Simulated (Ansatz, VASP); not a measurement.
**Two plane-wave programs on Mg2CdTe3**

```
Mg Cd Te
1.0
     4.64798   -0.00096    0.00172
    -0.00193    8.00802   -0.01368
     0.00481   -0.01892   11.30615
Mg Cd Te
4 2 6
Direct
  0.99949 0.00055 0.99948
  0.50058 0.50054 0.99952
  0.99982 0.33270 0.66916
  0.49934 0.83265 0.66945
  0.50031 0.16714 0.33205
  0.00055 0.66730 0.33213
  0.49957 0.16684 0.07885
  0.00051 0.66690 0.07888
  0.00025 0.33363 0.42020
  0.50045 0.83365 0.42039
  0.99935 0.99912 0.74991
  0.49979 0.49897 0.74997
```

Change from the starting cell: cell x2, atoms moved at random (sigma 0.15 Å) and cell strained at random (1.5 %), then relaxed without symmetry.

Alike in both runs: functional PBE; k mesh 4 × 2 × 2; occupations gaussian, width 0.1 eV; no spin polarisation.

Ansatz relaxed the structure, and its values are those at the end. VASP's run is a single point on that final structure, the one shown.

|  | VASP | Ansatz |
| --- | --- | --- |
| version | VASP 6.6.1 | Ansatz 0.2.0 |
| potentials or method | VASP PAW PBE potentials, release 64 (Mg, Cd, Te), cutoff 520 eV | scalar-relativistic, plane waves, PAW |
| valence electrons in the cell | 68 | 176 |

```csv
,VASP,Ansatz,Ansatz less VASP
gap on the k mesh at the Fermi level (eV),1.44,1.45,+0.005
least direct gap on the mesh (eV),1.44,1.45,+0.005
pressure (GPa),0.0,0.0,-0.02
rms of the force components (eV/Å),0.005,0.004,-0.0008
```

The functional is the same, so the differences come from potentials, cutoffs and numerics. VASP's potentials hold 68 valence electrons a cell and Ansatz's 176, so a difference there can come from the potentials and not from the codes.

Spin-orbit coupling is off throughout.
